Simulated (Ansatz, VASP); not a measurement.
# HfGa2As2 in VASP and in Ansatz

Contents of INCAR:

```
  ALGO = Fast
  EDIFF = 1E-7
  EDIFFG = -0.04
  ENCUT = 600
  GGA = PE
  IBRION = 2
  ISIF = 3
  ISMEAR = 0
  LASPH = T
  LCHARG = F
  LREAL = F
  LWAVE = F
  NELM = 60
  NSW = 90
  PREC = Accurate
  SIGMA = 0.1
```

KPOINTS

```
k-points
0
Gamma
  4 4 4
```

The input POSCAR:

```
HfGa2As2
1.0
    4.3864998200      0.0000000000      0.0000000000
    0.0000000000      4.3864998200      0.0000000000
    0.0000000000      0.0000000000      5.9501578500
Hf Ga As
1 2 2
Direct
    0.0000000000      0.0000000000      0.0000000000
    0.0000000000      0.5000000000      0.5000000000
    0.5000000000      0.0000000000      0.5000000000
    0.5000000000      0.5000000000      0.2399999900
    0.5000000000      0.5000000000      0.7600000100
```

Input for Ansatz:

```yaml
crystal:
  lattice:
    - [4.38649982, 0.0, 0.0]
    - [0.0, 4.38649982, 0.0]
    - [0.0, 0.0, 5.95015785]
  atoms:
    - { symbol: Hf, position: [0.0, 0.0, 0.0] }
    - { symbol: Ga, position: [0.0, 0.5, 0.5] }
    - { symbol: Ga, position: [0.5, 0.0, 0.5] }
    - { symbol: As, position: [0.5, 0.5, 0.23999999] }
    - { symbol: As, position: [0.5, 0.5, 0.76000001] }
basis:
  ecutwfc: 420
kpoints:
  mp_grid: { grid: [4, 4, 4] }
hamiltonian:
  xc: pbe
scf:
  occupations: { method: gaussian, width: 0.1 }
  lower_state_search: "off"
output:
  forces: true
  stress: true
  eigenvalues: true
relax:
  adjacent_minimum: "off"
  f_tol: 0.04
  max_steps: 70
  cell: { stress_tol: 0.4 }
```

Change from the starting cell: species swapped into the CeMg2Si2 type (P4/mmm, No. 123).

Alike in both runs: task relaxation of cell and atoms; functional PBE; k mesh 4 × 4 × 4; occupations gaussian, width 0.1 eV; no spin polarisation.

```csv
,VASP,Ansatz
version,VASP 6.6.1,Ansatz 0.2.0
potentials or method,"VASP PAW PBE potentials, release 64 (Hf_pv, Ga_d, As), cutoff 600 eV","scalar-relativistic, plane waves, PAW"
valence electrons in the cell,46,82
```

VASP gave:

- gap on the k mesh at the Fermi level, each at its own relaxed structure (eV): none
- relaxed volume (Å³/atom): 19.98
- relaxed length of the cell vector where the two differ most in proportion (Å): 7.631

Problem. What did Ansatz give for the same quantities?

Solution. gap on the k mesh at the Fermi level, each at its own relaxed structure (eV): none; relaxed volume (Å³/atom): 19.98; relaxed length of the cell vector where the two differ most in proportion (Å): 7.608.

A gap of «none» marks a metal or a gap that the smearing closes. VASP's potentials hold 46 valence electrons a cell and Ansatz's 82, so a difference there can come from the potentials and not from the codes.

Neither program's run includes spin-orbit coupling.
